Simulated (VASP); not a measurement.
# Re in VASP: single point with r2SCAN

Aim: the single point of Re with r2SCAN.

Program: VASP 6.6.1. These are calculated values, not measurements. Logs are shortened: lines on timing, memory, paths and dates and some standing lists are left out, and cuts for length are marked.

## 1. The cell of the first run

The typed cell holds 1 atom: a = 2.715 Å, b = 2.715 Å, c = 3.135 Å, α = 54.73°, β = 54.73°, γ = 70.53°.

## 2. Single point, r2SCAN

File POSCAR:

```
Re
1.0
    0.0000000000      2.2169741472      1.5674007220
    2.2169741472      0.0000000000      1.5674007220
    2.2169741472      2.2169741472      0.0000000000
Re
1
Direct
    0.0000000000      0.0000000000      0.0000000000
```

File INCAR.step1:

```
SYSTEM = Re
PREC     = Accurate       ! precision mode
ENCUT    = 520            ! plane-wave cutoff, eV
ISMEAR   = 0              ! smearing method
SIGMA    = 0.15           ! smearing width, eV
LREAL    = .False.        ! projectors in reciprocal space
LASPH    = .True.         ! aspherical terms in the spheres
NELM     = 60             ! most SCF steps
NBANDS   = 10             ! bands
GGA      = PE             ! functional
ALGO     = Normal         ! electronic algorithm
EDIFF    = 1E-4           ! SCF threshold, eV
LWAVE    = .True.         ! write WAVECAR
LCHARG   = .False.        ! write CHGCAR
```

File INCAR.step2:

```
SYSTEM = Re
PREC     = Accurate       ! precision mode
ENCUT    = 520            ! plane-wave cutoff, eV
EDIFF    = 1E-7           ! SCF threshold, eV
ISMEAR   = 0              ! smearing method
SIGMA    = 0.15           ! smearing width, eV
LREAL    = .False.        ! projectors in reciprocal space
LASPH    = .True.         ! aspherical terms in the spheres
NELM     = 60             ! most SCF steps
ALGO     = Normal         ! electronic algorithm
ISIF     = 2              ! what is computed and relaxed
LWAVE    = .False.        ! write WAVECAR
LCHARG   = .False.        ! write CHGCAR
METAGGA  = R2SCAN         ! meta-GGA
LMIXTAU  = .True.       
NBANDS   = 10             ! bands
ISTART   = 1
```

File KPOINTS:

```
Automatic mesh
0
Gamma
  22 22 22
  0 0 0
```

Potentials or basis: VASP PAW PBE potentials, release 64 (Re).

Started as:

```sh
cat potpaw_PBE.64/Re/POTCAR > POTCAR
cp INCAR.step1 INCAR
mpirun -np 1 vasp_std > vasp.out
cp INCAR.step2 INCAR
mpirun -np 1 vasp_std > vasp.out
```

OUTCAR:

```text
SYSTEM = Re
   PREC = Accurate
   ENCUT = 520
   EDIFF = 1E-7
   ISMEAR = 0
   LREAL = .False.
   LASPH = .True.
   NELM = 60
   ISIF = 2
   METAGGA = R2SCAN
   ISTART = 1

 ion  position               nearest neighbor table
   1  0.000  0.000  0.000-

  LATTYP: Found a body centered tetragonal cell.
 ALAT       =     3.1352749064
 C/A-ratio  =     0.9998489886

  Lattice vectors:

 A1 = (   0.0000000000,  -2.2169741472,  -1.5674007220)
 A2 = (   0.0000000000,   2.2169741472,  -1.5674007220)
 A3 = (   2.2169741472,   0.0000000000,   1.5674007220)

Analysis of symmetry for initial positions (statically):
=====================================================================
 Subroutine PRICEL returns:
 Original cell was already a primitive cell.

 Routine SETGRP: Setting up the symmetry group for a
 body centered tetragonal supercell.

 Subroutine GETGRP returns: Found 16 space group operations
 (whereof 16 operations were pure point group operations)
 out of a pool of 16 trial point group operations.

The static configuration has the point symmetry D_4h.

Analysis of symmetry for dynamics (positions and initial velocities):
=====================================================================
 Subroutine PRICEL returns:
 Original cell was already a primitive cell.

 Routine SETGRP: Setting up the symmetry group for a
 body centered tetragonal supercell.

 Subroutine GETGRP returns: Found 16 space group operations
 (whereof 16 operations were pure point group operations)
 out of a pool of 16 trial point group operations.

The dynamic configuration has the point symmetry D_4h.

 Subroutine INISYM returns: Found 16 space group operations
 (whereof 16 operations are pure point group operations),
 and found     1 'primitive' translations

----------------------------------------------------------------------------------------

                                     Primitive cell

  volume of cell :      15.4075

  direct lattice vectors                    reciprocal lattice vectors
     0.000000000  2.216974147  1.567400722    -0.225532625  0.225532625  0.318999470
     2.216974147  0.000000000  1.567400722     0.225532625 -0.225532625  0.318999470
     2.216974147  2.216974147  0.000000000     0.225532625  0.225532625 -0.318999470

  length of vectors
     2.715091047  2.715091047  3.135274906     0.451099315  0.451099315  0.451099315

  position of ions in fractional coordinates (direct lattice)
     0.000000000  0.000000000  0.000000000

  ion indices of the primitive-cell ions
   primitive index   ion index
                 1           1

----------------------------------------------------------------------------------------

 KPOINTS: Automatic mesh

Automatic generation of k-mesh.
 Grid dimensions read from file:
 generate k-points for:   22   22   22

 Generating k-lattice:

  Cartesian coordinates                     Fractional coordinates (reciprocal lattice)
    -0.010251483  0.010251483  0.014499976     0.045454545  0.000000000  0.000000000
     0.010251483 -0.010251483  0.014499976     0.000000000  0.045454545  0.000000000
     0.010251483  0.010251483 -0.014499976    -0.000000000 -0.000000000  0.045454545

  Length of vectors
     0.020504514  0.020504514  0.020504514

  Shift w.r.t. Gamma in fractional coordinates (k-lattice)
     0.000000000  0.000000000  0.000000000

 Subroutine IBZKPT returns following result:
 ===========================================

 Found    834 irreducible k-points:

 Following reciprocal coordinates:
            Coordinates               Weight
  0.000000  0.000000  0.000000      1.000000
  0.045455  0.000000  0.000000      8.000000
  0.090909  0.000000  0.000000      8.000000
  0.136364  0.000000  0.000000      8.000000
  0.181818  0.000000  0.000000      8.000000
  0.227273  0.000000  0.000000      8.000000
[... 16 lines left out ...]
  0.500000  0.045455  0.000000      8.000000
 -0.454545  0.045455  0.000000      8.000000
 [... further k-points ...]
   k-points           NKPTS =    834   k-points in BZ     NKDIM =    834   number of bands    NBANDS=     10
   number of dos      NEDOS =    301   number of ions     NIONS =      1
   total plane-waves  NPLWV =   9600
   dimension x,y,z NGX =    20 NGY =   20 NGZ =   24
   dimension x,y,z NGXF=    40 NGYF=   40 NGZF=   48
   ions per type =               1
   NGX,Y,Z   is equivalent  to a cutoff of  12.25, 12.25, 12.73 a.u.
   NGXF,Y,Z  is equivalent  to a cutoff of  24.49, 24.49, 25.45 a.u.
 SYSTEM =  Re
   PREC   = accura    normal or accurate (medium, high low for compatibility)
   ISTART =      1    job   : 0-new  1-cont  2-samecut
   ICHARG =      0    charge: 1-file 2-atom 10-const
   ISPIN  =      1    spin polarized calculation?
   LNONCOLLINEAR =      F non collinear calculations
   LSORBIT =      F    spin-orbit coupling
   LASPH  =      T    aspherical Exc in radial PAW
   ENCUT  =  520.0 eV  38.22 Ry    6.18 a.u.   5.05  5.05  5.83*2*pi/ulx,y,z
   NELM   =     60;   NELMIN=  2; NELMDL=  0     # of ELM steps
   EDIFF  = 0.1E-06   stopping-criterion for ELM
   LREAL  =      F    real-space projection
   EDIFFG = 0.1E-05   stopping-criterion for IOM
   NSW    =      0    number of steps for IOM
   IBRION =     -1    ionic relax: 0-MD 1-quasi-New 2-CG
   NFREE  =      0    steps in history (QN), initial steepest desc. (CG)
   ISIF   =      2    stress and relaxation
   ISYM   =      2    0-nonsym 1-usesym 2-fastsym
   POTIM  = 0.5000    time-step for ionic-motion
   TEBEG  =    0.0;   TEEND  =   0.0 temperature during run
   PSTRESS=    0.0 pullay stress
   NELECT =       7.0000    total number of electrons
   NUPDOWN=      -1.0000    fix difference up-down
   EMIN   =  10.00;   EMAX   =-10.00  energy-range for DOS
   EFERMI =   0.00;   METHOD = LEGACY
   ISMEAR =     0;   SIGMA  =   0.15  broadening in eV -4-tet -1-fermi 0-gaus
   EFERMI_NEDOS =   21; number of points for ismear=-14 and -15
   IALGO  =     38    algorithm
   IMIX   =      4    mixing-type and parameters
     AMIX     =   0.40;   BMIX     =  1.00
     AMIX_MAG =   1.60;   BMIX_MAG =  1.00
  volume/ion in A,a.u.               =      15.41       103.97
  Fermi-wavevector in a.u.,A,eV,Ry     =   1.258531  2.378278 21.550255  1.583899
  Thomas-Fermi vector in A             =   2.392135
   LORBIT       =      0    0 simple, 1 ext, 2 COOP (PROOUT), +10 PAW based schemes
   METAGGA = R2SCAN    functional components
   LHFCALC =     F    Hartree Fock is set to
   AEXX    =    0.0000 exact exchange contribution
   IVDW    =     0    specifies the selected vdW correction
   LEPSILON=     F    determine dielectric tensor
   LRPA    =     F    only Hartree local field effects (RPA)
 non-spin polarized calculation
 Gauss-broadening in eV      SIGMA  =   0.15
  energy-cutoff  :      520.00
  volume of cell :       15.41
 maximum number of plane-waves:       428
   NGX =  9   NGY =  9   NGZ = 11

 number of electron       7.0000000 magnetization

 Free energy of the ion-electron system (eV)
  ---------------------------------------------------
  ext. energy  EPLUGINS =         0.00000000
  ---------------------------------------------------
  free energy    TOTEN  =       -52.15650584 eV

  energy without entropy =      -52.14476570  energy(sigma->0) =      -52.15063577

 E-fermi :   8.0815     XC(G=0): -14.7007

 val. band max:        8.0807029222   @ k =   0.3636   0.0000   0.2273
 cond. band min:       8.0815605166   @ k =  -0.2273  -0.0000   0.1364
 fundamental gap:      0.0008575944
 Fermi energy:         8.0814648424

 k-point     1 :       0.0000    0.0000    0.0000
  band No.  band energies     occupation
      1      -2.8909      2.00000
      2       5.3265      2.00000
      3       5.3285      2.00000
      4       5.3285      2.00000
      5       8.9710      0.00000
      6       8.9734      0.00000
      7      24.2648      0.00000
      8      24.2648      0.00000
      9      24.2679      0.00000
     10      36.2070      0.00000

 k-point     2 :       0.0455    0.0000    0.0000
  band No.  band energies     occupation
      1      -2.7893      2.00000
      2       5.2709      2.00000
      3       5.3200      2.00000
      4       5.4232      2.00000
      5       8.8855      0.00000
      6       8.9734      0.00000
      7      24.3434      0.00000
      8      24.4344      0.00000
      9      24.4705      0.00000
     10      35.1758      0.00000

 k-point     3 :       0.0909    0.0000    0.0000
  band No.  band energies     occupation
      1      -2.4913      2.00000
      2       5.1100      2.00000
      3       5.2854      2.00000
      4       5.7086      2.00000
      5       8.6687      0.00000
      6       8.9818      0.00000
      7      24.5410      0.00000
      8      24.9338      0.00000
      9      25.0071      0.00000
     10      33.5524      0.00000

 k-point     4 :       0.1364    0.0000    0.0000
  band No.  band energies     occupation
      1      -2.0179      2.00000
      2       4.8666      2.00000
      3       5.2035      2.00000
      4       6.1763      2.00000
      5       8.4304      0.00100
      6       9.0027      0.00000
      7      24.7425      0.00000
      8      25.6337      0.00000
      9      25.7365      0.00000
     10      32.1777      0.00000

 k-point     5 :       0.1818    0.0000    0.0000
  band No.  band energies     occupation
      1      -1.4104      2.00000
      2       4.5706      2.00000
      3       5.0707      2.00000
      4       6.8138      2.00000
      5       8.2795      0.06184
      6       9.0439      0.00000
      7      24.7268      0.00000
      8      25.8887      0.00000
      9      26.8049      0.00000
     10      31.3843      0.00000

 k-point     6 :       0.2273    0.0000    0.0000
  band No.  band energies     occupation
      1      -0.7397      2.00000
      2       4.2528      2.00000
      3       4.9458      2.00000
      4       7.6018      1.99999
      5       8.2668      0.08057
      6       9.1115      0.00000
      7      24.2939      0.00000
      8      25.2924      0.00000
      9      28.0951      0.00000
     10      31.4011      0.00000
[... 183 lines left out ...]
 k-point    21 :       0.4091    0.0455    0.0000
  band No.  band energies     occupation
      1       0.6888      2.00000
      2       3.3425      2.00000
      3       6.4141      2.00000
      4       8.6752      0.00000
      5       9.8600      0.00000
      6      11.3770      0.00000
      7      19.3084      0.00000
      8      21.4427      0.00000
      9      26.6596      0.00000
     10      32.9587      0.00000

 k-point    22 :       0.4545    0.0455    0.0000
  band No.  band energies     occupation
      1       0.6752      2.00000
      2       3.2336      2.00000
      3       7.0412      2.00000
      4       8.6535      0.00000
      5      10.1198      0.00000
      6      12.0384      0.00000
      7      18.3063      0.00000
      8      21.0089      0.00000
      9      25.6575      0.00000
     10      32.5742      0.00000

 k-point    23 :       0.5000    0.0455    0.0000
  band No.  band energies     occupation
      1       0.6636      2.00000
      2       3.1968      2.00000
      3       7.3159      2.00000
      4       8.5934      0.00000
      5      10.2489      0.00000
      6      12.2858      0.00000
      7      17.9231      0.00000
      8      20.8643      0.00000
      9      25.2946      0.00000
     10      32.4221      0.00000

 k-point    24 :      -0.4545    0.0455    0.0000
  band No.  band energies     occupation
      1       0.6752      2.00000
      2       3.2337      2.00000
      3       7.0413      2.00000
      4       8.6531      0.00000
      5      10.1196      0.00000
      6      12.0385      0.00000
      7      18.3065      0.00000
      8      21.0092      0.00000
      9      25.6573      0.00000
     10      32.5749      0.00000

 [... further k-points ...]
[... 5 lines left out ...]
  --------------------------------------------------------------------------------------
  -------------------------------------------------------------------------------------
  Total       -1.2650335     -1.2650335     -1.2643630      0.0000000      0.0000000      0.0000000
  in kB     -131.5471072   -131.5471072   -131.4773870      0.0000000      0.0000000      0.0000000
  external PRESSURE =    -131.5238672 kB  Pullay stress =       0.0000000 kB

 VOLUME and BASIS-vectors are now :
 -----------------------------------------------------------------------------
  energy-cutoff  :      520.00
  volume of cell :       15.41
      direct lattice vectors                 reciprocal lattice vectors
     0.000000000  2.216974147  1.567400722    -0.225532625  0.225532625  0.318999470
     2.216974147  0.000000000  1.567400722     0.225532625 -0.225532625  0.318999470
     2.216974147  2.216974147  0.000000000     0.225532625  0.225532625 -0.318999470

 POSITION                                       TOTAL-FORCE (eV/Angst)
 -----------------------------------------------------------------------------------
      0.00000      0.00000      0.00000         0.000000      0.000000     -0.000000
 -----------------------------------------------------------------------------------
    total drift:                                0.000000     -0.000000     -0.000000

  FREE ENERGIE OF THE ION-ELECTRON SYSTEM (eV)
  ---------------------------------------------------
  free  energy   TOTEN  =       -52.1565058357 eV

  energy  without entropy=      -52.1447656990  energy(sigma->0) =      -52.15063577
```

Wall time 5 min (1 thread of Intel Xeon Platinum 8488C (Sapphire Rapids), shared host); peak memory 0.25 GiB.

Results:

* Free energy: -52.1565 eV
* Pressure: -13.2 GPa

Levels at points of the mesh, in eV from the Fermi level:
```tsv
k point	band 1	band 2	band 3	band 4	band 5	band 6	band 7	band 8
(0.00, 0.00, 0.00)	-10.97	-2.75	-2.75	-2.75	0.89	0.89	16.18	16.18
(0.50, 0.00, 0.00)	-7.51	-4.98	-0.22	0.70	1.61	4.22	9.88	12.47
(0.50, 0.50, 0.00)	-6.96	-6.96	3.34	3.34	3.34	7.98	7.98	7.99
(0.50, 0.00, 0.50)	-7.51	-4.98	-0.23	0.70	1.61	4.22	9.88	12.47
```

Caveat: the PAW data sets were made with another functional, which shifts forces and pressure a little; spin-orbit coupling is left out, which moves the levels of the heavy elements.
